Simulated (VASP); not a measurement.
**Tc3Sn: single point with PBE**

Crystal: Tc3Sn.

```
CELL_PARAMETERS angstrom
0.00000 3.17220 3.17220
3.17220 0.00000 3.17220
3.17220 3.17220 0.00000
ATOMIC_POSITIONS crystal
Tc 0.25000 0.25000 0.25000
Tc 0.75000 0.75000 0.75000
Tc 0.50000 0.50000 0.50000
Sn 0.00000 0.00000 0.00000
```

| Property | Result |
| --- | --- |
| Program | VASP 6.6.1 |
| Task | single point |
| Functional | PBE |
| Potentials or basis | VASP PAW PBE potentials, release 64 (Tc_pv, Sn_d) |
| Cutoff | 520 eV |
| k mesh | 6 × 6 × 6 |
| Occupations | methfessel-paxton, width 0.2 eV |
| Spin | no spin polarisation |
| Dipole correction | no |
| Further INCAR settings | ALGO = Normal; EDIFF = 1e-07; NBANDS = 34 |

```
Pressure : -2.0 GPa
```

Levels at points of the mesh, in eV from the Fermi level:
| k point | band 23 | band 24 | band 25 | band 26 | band 27 | band 28 | band 29 | band 30 |
| --- | --- | --- | --- | --- | --- | --- | --- | --- |
| (0.00, 0.00, 0.00) | -2.57 | 0.69 | 0.69 | 0.69 | 0.69 | 0.69 | 1.43 | 1.43 |
| (0.50, 0.00, 0.00) | -1.93 | -1.10 | -1.10 | -0.86 | 0.51 | 0.51 | 0.71 | 0.71 |
| (0.50, 0.50, 0.00) | -2.47 | -1.57 | -0.54 | -0.54 | -0.05 | 0.16 | 0.47 | 1.34 |

Wall time 52 s on 1 thread of AMD EPYC 7R13 Processor (Zen 3), with other jobs on the host, peak memory 0.18 GiB.

Caveat: spin-orbit coupling is left out, which moves the levels of the heavy elements.
